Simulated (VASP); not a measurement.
Write the native input for VASP 6.6.1 that does the following.

- Task: single point
- Functional: PBE
- Potentials or basis: VASP PAW PBE potentials, release 64 (Ta_pv, Ag, F)
- Cutoff: 520 eV
- k mesh: 4 × 4 × 4
- Occupations: gaussian, width 0.1 eV
- Spin: collinear spin
- Starting moments: [1.0, 1.0, 1.0, 0.0, 0.0, 0.0, 0.0, 0.0, 0.0] μB
- Dipole correction: no
- Further INCAR settings: ALGO = Normal; EDIFF = 1e-06; NBANDS = 52

The structure of TaAg2F6 lies in POSCAR:

```
TaAg2F6
1.0
    0.0000000000      3.8836445000      3.8836445000
    3.8836445000      0.0000000000      3.8836445000
    3.8836445000      3.8836445000      0.0000000000
Ta Ag F
1 2 6
Direct
    0.0000000000      0.0000000000      0.0000000000
    0.2500000000      0.2500000000      0.2500000000
    0.7500000000      0.7500000000      0.7500000000
    0.7500000000      0.2500000000      0.2500000000
    0.2500000000      0.7500000000      0.7500000000
    0.2500000000      0.7500000000      0.2500000000
    0.7500000000      0.2500000000      0.7500000000
    0.2500000000      0.2500000000      0.7500000000
    0.7500000000      0.7500000000      0.2500000000
```

This cell differs from its parent crystal: atoms taken out.

These files were run (other wordings do the same):

INCAR

```
  PREC = Accurate
  ENCUT = 520
  EDIFF = 1E-6
  ISMEAR = 0
  SIGMA = 0.1
  LREAL = F
  LASPH = T
  NELM = 150
  ALGO = Normal
  ISIF = 2
  LWAVE = F
  LCHARG = F
  ISPIN = 2
  MAGMOM = 1 1 1 0 0 0 0 0 0
  LORBIT = 11
  LMAXMIX = 4
  GGA = PE
  NBANDS = 52
```

KPOINTS

```
Automatic mesh
0
Gamma
  4 4 4
```

Potentials or basis: VASP PAW PBE potentials, release 64 (Ta_pv, Ag, F).

The run is started by

```console
$ cat potpaw_PBE.64/Ta_pv/POTCAR potpaw_PBE.64/Ag/POTCAR potpaw_PBE.64/F/POTCAR > POTCAR
$ mpirun -np 1 vasp_std > vasp.out
```

Results of the run:

```
Pressure                                              : 9.7 GPa
Net moment                                            : 0.28 μB per cell
Site moments                                          : Ta +0.21; Ag +0.00; F +0.00 μB
Valence electrons inside the program's atomic spheres : Ta 8.76; Ag 9.69; F 6.08
```

Caveat: the cell differs from its parent crystal (atoms taken out); the cell stands under pressure.

Run time: 2.7 min on 1 thread of Oxide Virtual Turin-like Processor (shared host), peak memory 0.32 GiB.
